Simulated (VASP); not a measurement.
Here is a VASP 6.6.1 calculation.

INCAR

```
PREC     = Accurate       # precision mode
ENCUT    = 520            # plane-wave cutoff, eV
EDIFF    = 1E-7           # SCF threshold, eV
ISMEAR   = -1             # smearing method
SIGMA    = 0.08           # smearing width, eV
LREAL    = False          # projectors in reciprocal space
LASPH    = True           # aspherical terms in the spheres
NELM     = 80             # most SCF steps
ALGO     = Normal         # electronic algorithm
ISIF     = 2              # what is computed and relaxed
LWAVE    = False          # write WAVECAR
LCHARG   = False          # write CHGCAR
GGA      = PE             # functional
NBANDS   = 8              # bands
```

The input KPOINTS:

```
Automatic mesh
0
Gamma
  16 16 15
```

The input POSCAR:

```
Al
1.0
    2.3451026712      0.0000000000      0.0000000000
   -1.1725513356      2.0309184877      0.0000000000
    0.0000000000      0.0000000000      2.2865085074
Al
1
Direct
    0.0000000000      0.0000000000      0.0000000000
```

Potentials or basis: VASP PAW PBE potentials, release 64 (Al).

The run is started by

```console
$ cat potpaw_PBE.64/Al/POTCAR > POTCAR
$ mpirun -np 1 vasp_std > vasp.out
```

Q: Predict the pressure.

A: 104.8 GPa.

Stress tensor (GPa, compression positive):
```
104.97   0.00   0.00
  0.00 104.97   0.00
  0.00   0.00 104.51
```
